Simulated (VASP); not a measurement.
# Sr (I4/mmm) in VASP: a series of runs

Sr is run at these levels: r2SCAN; tasks: single point.

All numbers are computed with VASP 6.6.1; they aren't measurements. Logs are shortened: lines on timing, memory, paths and dates and some standing lists are left out, and cuts for length are marked.

### Step 1. The cell of the first run

The structure is tetragonal, space group I4/mmm (No. 139). The conventional cell has a = 4.850 Å, b = 4.850 Å, c = 5.214 Å, α = 90.00°, β = 90.00°, γ = 90.00°. Sr (site symmetry 4/mmm) has 14 Sr at 4.31 to 5.21 Å within 5.7 Å.

### Step 2. Single point, r2SCAN (strain +0.0750 x Voigt [0, 1, 0, 0, 0, 0])

The input, POSCAR:

```
Sr
1.0
   -2.4250000000      2.6068750000      2.4250000000
    2.4250000000     -2.6068750000      2.4250000000
    2.4250000000      2.6068750000     -2.4250000000
Sr
1
Direct
    0.0000000000      0.0000000000      0.0000000000
```

The input, INCAR.step1:

```
PREC     = Accurate       # precision mode
ENCUT    = 520            # plane-wave cutoff, eV
ISMEAR   = 0              # smearing method
SIGMA    = 0.15           # smearing width, eV
LREAL    = F              # projectors in reciprocal space
LASPH    = T              # aspherical terms in the spheres
NELM     = 80             # most SCF steps
NBANDS   = 11             # bands
GGA      = PE             # functional
ALGO     = Normal         # electronic algorithm
EDIFF    = 1E-4           # SCF threshold, eV
LWAVE    = T              # write WAVECAR
LCHARG   = F              # write CHGCAR
```

The input, INCAR.step2:

```
PREC     = Accurate       # precision mode
ENCUT    = 520            # plane-wave cutoff, eV
EDIFF    = 1E-6           # SCF threshold, eV
ISMEAR   = 0              # smearing method
SIGMA    = 0.15           # smearing width, eV
LREAL    = F              # projectors in reciprocal space
LASPH    = T              # aspherical terms in the spheres
NELM     = 80             # most SCF steps
ALGO     = Normal         # electronic algorithm
ISIF     = 2              # what is computed and relaxed
LWAVE    = F              # write WAVECAR
LCHARG   = F              # write CHGCAR
METAGGA  = R2SCAN         # meta-GGA
LMIXTAU  = T            
NBANDS   = 11             # bands
ISTART   = 1
```

The input, KPOINTS:

```
Automatic mesh
0
Gamma
  14 14 14
```

Potentials or basis: VASP PAW PBE potentials, release 64 (Sr_sv).

Run with:

```bash
cat potpaw_PBE.64/Sr_sv/POTCAR > POTCAR
cp INCAR.step1 INCAR
mpirun -np 1 vasp_std > vasp.out
cp INCAR.step2 INCAR
mpirun -np 1 vasp_std > vasp.out
```

OUTCAR:

```text
PREC = Accurate
   ENCUT = 520
   EDIFF = 1E-6
   ISMEAR = 0
   LREAL = F
   LASPH = T
   NELM = 80
   ISIF = 2
   METAGGA = R2SCAN
   ISTART = 1

 ion  position               nearest neighbor table
   1  0.000  0.000  0.000-

  LATTYP: Found a body centered tetragonal cell.
 ALAT       =     4.8500000000
 C/A-ratio  =     1.0750000000

  Lattice vectors:

 A1 = (  -2.4250000000,  -2.6068750000,   2.4250000000)
 A2 = (   2.4250000000,  -2.6068750000,  -2.4250000000)
 A3 = (   2.4250000000,   2.6068750000,   2.4250000000)

Analysis of symmetry for initial positions (statically):
=====================================================================
 Subroutine PRICEL returns:
 Original cell was already a primitive cell.

 Routine SETGRP: Setting up the symmetry group for a
 body centered tetragonal supercell.

 Subroutine GETGRP returns: Found 16 space group operations
 (whereof 16 operations were pure point group operations)
 out of a pool of 16 trial point group operations.

The static configuration has the point symmetry D_4h.

Analysis of symmetry for dynamics (positions and initial velocities):
=====================================================================
 Subroutine PRICEL returns:
 Original cell was already a primitive cell.

 Routine SETGRP: Setting up the symmetry group for a
 body centered tetragonal supercell.

 Subroutine GETGRP returns: Found 16 space group operations
 (whereof 16 operations were pure point group operations)
 out of a pool of 16 trial point group operations.

The dynamic configuration has the point symmetry D_4h.

 Subroutine INISYM returns: Found 16 space group operations
 (whereof 16 operations are pure point group operations),
 and found     1 'primitive' translations

----------------------------------------------------------------------------------------

                                     Primitive cell

  volume of cell :      61.3202

  direct lattice vectors                    reciprocal lattice vectors
    -2.425000000  2.606875000  2.425000000     0.000000000  0.191800527  0.206185567
     2.425000000 -2.606875000  2.425000000     0.206185567  0.000000000  0.206185567
     2.425000000  2.606875000 -2.425000000     0.206185567  0.191800527  0.000000000

  length of vectors
     4.307789139  4.307789139  4.307789139     0.281602433  0.291590425  0.281602433

  position of ions in fractional coordinates (direct lattice)
     0.000000000  0.000000000  0.000000000

  ion indices of the primitive-cell ions
   primitive index   ion index
                 1           1

----------------------------------------------------------------------------------------

 KPOINTS: Automatic mesh

Automatic generation of k-mesh.
 Grid dimensions read from file:
 generate k-points for:   14   14   14

 Generating k-lattice:

  Cartesian coordinates                     Fractional coordinates (reciprocal lattice)
     0.000000000  0.013700038  0.014727541     0.071428571  0.000000000 -0.000000000
     0.014727541  0.000000000  0.014727541     0.000000000  0.071428571  0.000000000
     0.014727541  0.013700038  0.000000000    -0.000000000  0.000000000  0.071428571

  Length of vectors
     0.020114460  0.020827888  0.020114460

  Shift w.r.t. Gamma in fractional coordinates (k-lattice)
     0.000000000  0.000000000  0.000000000

 Subroutine IBZKPT returns following result:
 ===========================================

 Found    244 irreducible k-points:

 Following reciprocal coordinates:
            Coordinates               Weight
  0.000000  0.000000  0.000000      1.000000
  0.071429  0.000000  0.000000      8.000000
  0.142857  0.000000 -0.000000      8.000000
  0.214286  0.000000  0.000000      8.000000
  0.285714  0.000000 -0.000000      8.000000
  0.357143  0.000000  0.000000      8.000000
[... 16 lines left out ...]
  0.071429  0.142857  0.000000     16.000000
  0.142857  0.142857  0.000000     16.000000
 [... further k-points ...]
   k-points           NKPTS =    244   k-points in BZ     NKDIM =    244   number of bands    NBANDS=     11
   number of dos      NEDOS =    301   number of ions     NIONS =      1
   total plane-waves  NPLWV =  32768
   dimension x,y,z NGX =    32 NGY =   32 NGZ =   32
   dimension x,y,z NGXF=    64 NGYF=   64 NGZF=   64
   ions per type =               1
   NGX,Y,Z   is equivalent  to a cutoff of  12.35, 12.35, 12.35 a.u.
   NGXF,Y,Z  is equivalent  to a cutoff of  24.70, 24.70, 24.70 a.u.
 SYSTEM =  unknown system
   PREC   = accura    normal or accurate (medium, high low for compatibility)
   ISTART =      1    job   : 0-new  1-cont  2-samecut
   ICHARG =      0    charge: 1-file 2-atom 10-const
   ISPIN  =      1    spin polarized calculation?
   LNONCOLLINEAR =      F non collinear calculations
   LSORBIT =      F    spin-orbit coupling
   LASPH  =      T    aspherical Exc in radial PAW
   ENCUT  =  520.0 eV  38.22 Ry    6.18 a.u.   8.01  8.01  8.01*2*pi/ulx,y,z
   NELM   =     80;   NELMIN=  2; NELMDL=  0     # of ELM steps
   EDIFF  = 0.1E-05   stopping-criterion for ELM
   LREAL  =      F    real-space projection
   EDIFFG = 0.1E-04   stopping-criterion for IOM
   NSW    =      0    number of steps for IOM
   IBRION =     -1    ionic relax: 0-MD 1-quasi-New 2-CG
   NFREE  =      0    steps in history (QN), initial steepest desc. (CG)
   ISIF   =      2    stress and relaxation
   ISYM   =      2    0-nonsym 1-usesym 2-fastsym
   POTIM  = 0.5000    time-step for ionic-motion
   TEBEG  =    0.0;   TEEND  =   0.0 temperature during run
   PSTRESS=    0.0 pullay stress
   NELECT =      10.0000    total number of electrons
   NUPDOWN=      -1.0000    fix difference up-down
   EMIN   =  10.00;   EMAX   =-10.00  energy-range for DOS
   EFERMI =   0.00;   METHOD = LEGACY
   ISMEAR =     0;   SIGMA  =   0.15  broadening in eV -4-tet -1-fermi 0-gaus
   EFERMI_NEDOS =   21; number of points for ismear=-14 and -15
   IALGO  =     38    algorithm
   IMIX   =      4    mixing-type and parameters
     AMIX     =   0.40;   BMIX     =  1.00
     AMIX_MAG =   1.60;   BMIX_MAG =  1.00
  volume/ion in A,a.u.               =      61.32       413.81
  Fermi-wavevector in a.u.,A,eV,Ry     =   0.894417  1.690204 10.884424  0.799983
  Thomas-Fermi vector in A             =   2.016620
   LORBIT       =      0    0 simple, 1 ext, 2 COOP (PROOUT), +10 PAW based schemes
   METAGGA = R2SCAN    functional components
   LHFCALC =     F    Hartree Fock is set to
   AEXX    =    0.0000 exact exchange contribution
   IVDW    =     0    specifies the selected vdW correction
   LEPSILON=     F    determine dielectric tensor
   LRPA    =     F    only Hartree local field effects (RPA)
 non-spin polarized calculation
 Gauss-broadening in eV      SIGMA  =   0.15
  energy-cutoff  :      520.00
  volume of cell :       61.32
 maximum number of plane-waves:      1678
   NGX = 17   NGY = 17   NGZ = 17

 number of electron      10.0000000 magnetization

 Free energy of the ion-electron system (eV)
  ---------------------------------------------------
  ext. energy  EPLUGINS =         0.00000000
  ---------------------------------------------------
  free energy    TOTEN  =       -15.08285038 eV

  energy without entropy =      -15.06559390  energy(sigma->0) =      -15.07422214

 E-fermi :   1.2579     XC(G=0):  -7.4506

 val. band max:        1.2569413133   @ k =  -0.4286   0.4286   0.4286
 cond. band min:       1.2624679953   @ k =  -0.4286   0.5000   0.4286
 fundamental gap:      0.0055266819
 Fermi energy:         1.2579341075

 k-point     1 :       0.0000    0.0000    0.0000
  band No.  band energies     occupation
      1     -37.0059      2.00000
      2     -18.2783      2.00000
      3     -18.2783      2.00000
      4     -18.2719      2.00000
      5      -2.4143      2.00000
      6       3.7453      0.00000
      7       3.7453      0.00000
      8       4.1219      0.00000
      9       4.8210      0.00000
     10       5.3395      0.00000
     11       9.0579      0.00000

 k-point     2 :       0.0714    0.0000    0.0000
  band No.  band energies     occupation
      1     -37.0054      2.00000
      2     -18.2836      2.00000
      3     -18.2805      2.00000
      4     -18.2737      2.00000
      5      -2.3330      2.00000
      6       3.6912      0.00000
      7       3.7443      0.00000
      8       4.1265      0.00000
      9       4.7432      0.00000
     10       5.2933      0.00000
     11       9.2375      0.00000

 k-point     3 :       0.1429    0.0000   -0.0000
  band No.  band energies     occupation
      1     -37.0041      2.00000
      2     -18.3026      2.00000
      3     -18.2865      2.00000
      4     -18.2744      2.00000
      5      -2.0937      2.00000
      6       3.4617      0.00000
      7       3.6412      0.00000
      8       4.2684      0.00000
      9       4.6404      0.00000
     10       5.2204      0.00000
     11       9.5092      0.00000

 k-point     4 :       0.2143    0.0000    0.0000
  band No.  band energies     occupation
      1     -37.0021      2.00000
      2     -18.3308      2.00000
      3     -18.2951      2.00000
      4     -18.2744      2.00000
      5      -1.7103      2.00000
      6       3.0331      0.00000
      7       3.4313      0.00000
      8       4.6083      0.00000
      9       4.6630      0.00000
     10       5.1888      0.00000
     11       9.0708      0.00000
[... 239 lines left out ...]
 k-point    22 :       0.0000    0.1429    0.0000
  band No.  band energies     occupation
      1     -37.0040      2.00000
      2     -18.3048      2.00000
      3     -18.2817      2.00000
      4     -18.2794      2.00000
      5      -2.0703      2.00000
      6       3.4126      0.00000
      7       3.7624      0.00000
      8       4.0510      0.00000
      9       4.8627      0.00000
     10       5.0823      0.00000
     11       9.7676      0.00000

 k-point    23 :       0.0714    0.1429    0.0000
  band No.  band energies     occupation
      1     -37.0027      2.00000
      2     -18.3217      2.00000
      3     -18.2863      2.00000
      4     -18.2819      2.00000
      5      -1.8266      2.00000
      6       3.2232      0.00000
      7       3.4741      0.00000
      8       4.3022      0.00000
      9       4.7668      0.00000
     10       5.1863      0.00000
     11       9.7060      0.00000

 k-point    24 :       0.1429    0.1429    0.0000
  band No.  band energies     occupation
      1     -37.0009      2.00000
      2     -18.3446      2.00000
      3     -18.2949      2.00000
      4     -18.2840      2.00000
      5      -1.4430      2.00000
      6       2.8954      0.00000
      7       3.1834      0.00000
      8       4.5933      0.00000
      9       4.7547      0.00000
     10       5.3641      0.00000
     11       9.0531      0.00000

 [... further k-points ...]

------------------------ aborting loop because EDIFF is reached ----------------------------------------

  FORCE on cell =-STRESS in cart. coord.  units (eV):
  Direction    XX          YY          ZZ          XY          YZ          ZX
  --------------------------------------------------------------------------------------
  -------------------------------------------------------------------------------------
  Total       -0.3378049     -0.3005396     -0.3378049     -0.0000000     -0.0000000      0.0000000
  in kB       -8.8261825     -7.8525128     -8.8261825     -0.0000000     -0.0000000      0.0000000
  external PRESSURE =      -8.5016260 kB  Pullay stress =       0.0000000 kB

 VOLUME and BASIS-vectors are now :
 -----------------------------------------------------------------------------
  energy-cutoff  :      520.00
  volume of cell :       61.32
      direct lattice vectors                 reciprocal lattice vectors
    -2.425000000  2.606875000  2.425000000     0.000000000  0.191800527  0.206185567
     2.425000000 -2.606875000  2.425000000     0.206185567  0.000000000  0.206185567
     2.425000000  2.606875000 -2.425000000     0.206185567  0.191800527  0.000000000

 POSITION                                       TOTAL-FORCE (eV/Angst)
 -----------------------------------------------------------------------------------
      0.00000      0.00000      0.00000        -0.000000     -0.000000      0.000000
 -----------------------------------------------------------------------------------
    total drift:                                0.000000      0.000000     -0.000000

  FREE ENERGIE OF THE ION-ELECTRON SYSTEM (eV)
  ---------------------------------------------------
  free  energy   TOTEN  =       -15.0828503757 eV

  energy  without entropy=      -15.0655939036  energy(sigma->0) =      -15.07422214
```

It took 7.6 min on 1 thread of Intel Xeon 8259CL, shared host; peak memory 0.31 GiB.

What came out:

```yaml
Free_energy: -15.0829 eV
Pressure: -0.9 GPa
Band_gap_on_the_k_mesh: zero (bands 5 and 6 overlap by 0.28 eV)
```

Stress tensor (GPa, compression positive):
```
-0.88  0.00  0.00
 0.00 -0.79  0.00
 0.00  0.00 -0.88
```

Caveat: the cell differs from its parent crystal (strain +0.0750 x Voigt [0, 1, 0, 0, 0, 0]); the PAW data sets were made with another functional, which shifts forces and pressure a little.

### Step 3. Single point, r2SCAN (strain +0.1125 x Voigt [0, 1, 0, 0, 0, 0])

The input, POSCAR:

```
Sr
1.0
   -2.4250000000      2.6978125000      2.4250000000
    2.4250000000     -2.6978125000      2.4250000000
    2.4250000000      2.6978125000     -2.4250000000
Sr
1
Direct
    0.0000000000      0.0000000000      0.0000000000
```

The input, INCAR.step1:

```
ALGO = Normal
EDIFF = 1E-4
ENCUT = 520
GGA = PE
ISMEAR = 0
LASPH = True
LCHARG = False
LREAL = False
LWAVE = True
NBANDS = 11
NELM = 80
PREC = Accurate
SIGMA = 0.15
```

The input, INCAR.step2:

```
ALGO = Normal
EDIFF = 1E-7
ENCUT = 520
ISIF = 2
ISMEAR = 0
ISTART = 1
LASPH = True
LCHARG = False
LMIXTAU = True
LREAL = False
LWAVE = False
METAGGA = R2SCAN
NBANDS = 11
NELM = 80
PREC = Accurate
SIGMA = 0.15
```

The input, KPOINTS:

```
k-points
0
Gamma
  14 14 14
```

Potentials or basis: VASP PAW PBE potentials, release 64 (Sr_sv).

Run with:

```bash
cat potpaw_PBE.64/Sr_sv/POTCAR > POTCAR
cp INCAR.step1 INCAR
mpirun -np 1 vasp_std > vasp.out
cp INCAR.step2 INCAR
mpirun -np 1 vasp_std > vasp.out
```

It took 8.7 min on 1 thread of Intel Xeon 8259CL, shared host; peak memory 0.31 GiB.

It converged, with:

```
Free energy            : -15.0708 eV
Pressure               : -1.1 GPa
Band gap on the k mesh : zero (bands 5 and 6 overlap by 0.32 eV)
```

Stress tensor (GPa, compression positive):
```
-1.18  0.00  0.00
 0.00 -1.03  0.00
 0.00  0.00 -1.18
```

Levels at points of the mesh, in eV from the Fermi level:
```tsv
k point	band 1	band 2	band 3	band 4	band 5	band 6	band 7	band 8	band 9	band 10
(0.00, 0.00, 0.00)	-38.33	-19.61	-19.61	-19.60	-3.61	2.42	2.42	2.95	3.38	4.08
(0.50, 0.00, 0.00)	-38.32	-19.73	-19.64	-19.60	-0.93	-0.11	1.69	3.23	4.28	5.17
(0.00, 0.50, 0.00)	-38.32	-19.73	-19.65	-19.61	-0.72	0.18	1.06	4.02	4.45	5.31
(0.50, 0.50, 0.50)	-38.32	-19.70	-19.68	-19.68	-0.04	0.22	2.40	3.82	3.82	4.82
```

Caveat: the cell differs from its parent crystal (strain +0.1125 x Voigt [0, 1, 0, 0, 0, 0]); the PAW data sets were made with another functional, which shifts forces and pressure a little.
